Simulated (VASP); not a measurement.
Te2Mo: single point with LDA

The system is Te2Mo, a slab with vacuum.

```
Te Mo
1.0
     3.47100    0.00000    0.00000
    -1.73550    3.00597    0.00000
     0.00000    0.00000   30.20654
Te Mo
6 3
Cartesian
  -0.2000 0.0000 28.4097
  0.1044 2.0040 21.5340
  0.0956 2.0040 5.0824
  0.0956 2.0040 25.1242
  0.1044 2.0040 8.6725
  -0.2000 0.0000 1.7968
  0.0992 0.0000 23.3262
  0.0992 0.0000 6.8804
  -0.1984 2.0040 0.0000
```

This cell differs from its parent crystal: atoms displaced along a vibrational mode.

| Property | Result |
| --- | --- |
| Program | VASP 6.6.1 |
| Task | single point |
| Functional | LDA |
| Potentials or basis | VASP PAW LDA potentials, release 64 (Te, Mo_sv) |
| Cutoff | 520 eV |
| k mesh | 12 × 12 × 1 |
| Occupations | gaussian, width 0.05 eV |
| Spin | no spin polarisation |
| Dipole correction | no |
| Further INCAR settings | ALGO = Normal; EDIFF = 1e-06; NBANDS = 49 |

| Item | Value |
| --- | --- |
| Largest force | 0.067 eV/Å |
| Band gap on the k mesh | 0.80 eV (least direct gap 1.15 eV) |

Forces in eV/Å, atoms in the order of the input:
```
Te   0.057  0.011 -0.034
Te  -0.030  0.000 -0.058
Te  -0.027 -0.011 -0.032
Te  -0.027 -0.011  0.032
Te  -0.030  0.000  0.058
Te   0.057  0.011  0.034
Mo  -0.021 -0.003  0.000
Mo  -0.021 -0.003  0.000
Mo   0.041  0.006  0.000
```

Levels at points of the mesh, in eV from the valence-band top:
```tsv
k point	band 37	band 38	band 39	band 40	band 41	band 42
(0.00, 0.00, 0.00)	-0.97	-0.10	0.00	3.00	3.08	3.10
(0.50, 0.00, 0.00)	-0.50	-0.37	-0.26	1.35	1.37	1.39
(0.00, 0.50, 0.00)	-0.48	-0.37	-0.27	1.35	1.37	1.39
(0.50, 0.50, 0.00)	-0.50	-0.37	-0.26	1.35	1.37	1.39
```

It took 9.5 min on 4 MPI ranks on AMD EPYC 7R43 64-Core Processor (Zen 3) (shared host), peak memory 0.95 GiB a rank.

Caveat: the cell differs from its parent crystal (atoms displaced along a vibrational mode); spin-orbit coupling is left out, which moves the levels of the heavy elements.
